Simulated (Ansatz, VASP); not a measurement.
# MgCd3Se4 in VASP and in Ansatz

```
CELL_PARAMETERS angstrom
4.35398 0.00000 0.00000
0.00000 4.35398 0.00000
0.00000 0.00000 12.23775
ATOMIC_POSITIONS crystal
Mg 0.50000 0.50000 0.50000
Cd 0.00000 0.00000 0.74486
Cd 0.50000 0.50000 0.00000
Cd 0.00000 0.00000 0.25514
Se 0.50000 0.00000 0.12753
Se 0.00000 0.50000 0.38319
Se 0.50000 0.00000 0.61681
Se 0.00000 0.50000 0.87247
```

Alike in both runs: task single point; functional r2SCAN; k mesh 6 × 6 × 4; occupations gaussian, width 0.02 eV; no spin polarisation.

|  | VASP | Ansatz |
| --- | --- | --- |
| version | VASP 6.6.1 | Ansatz 0.2.0 |
| potentials or method | VASP PAW PBE potentials, release 64 (Mg, Cd, Se), cutoff 520 eV | scalar-relativistic, plane waves, PAW |
| valence electrons in the cell | 62 | 134 |

VASP gave:

| Quantity | Value |
| --- | --- |
| gap on the k mesh at the Fermi level (eV) | 1.40 |
| least direct gap on the mesh (eV) | 1.40 |
| pressure (GPa) | -1.3 |
| rms of the force components (eV/Å) | 0.005 |

Question: What did Ansatz give for the same quantities?

Answer: gap on the k mesh at the Fermi level (eV): 1.41; least direct gap on the mesh (eV): 1.41; pressure (GPa): -1.4; rms of the force components (eV/Å): 0.009.

VASP's potentials were made for PBE, not for r2SCAN. Atom by atom the forces differ by 0.013 eV/Å (rms over components). With one functional, cell and mesh, what is left measures potentials, basis and numerics. VASP's potentials hold 62 valence electrons a cell and Ansatz's 134, so a difference there can come from the potentials and not from the codes.
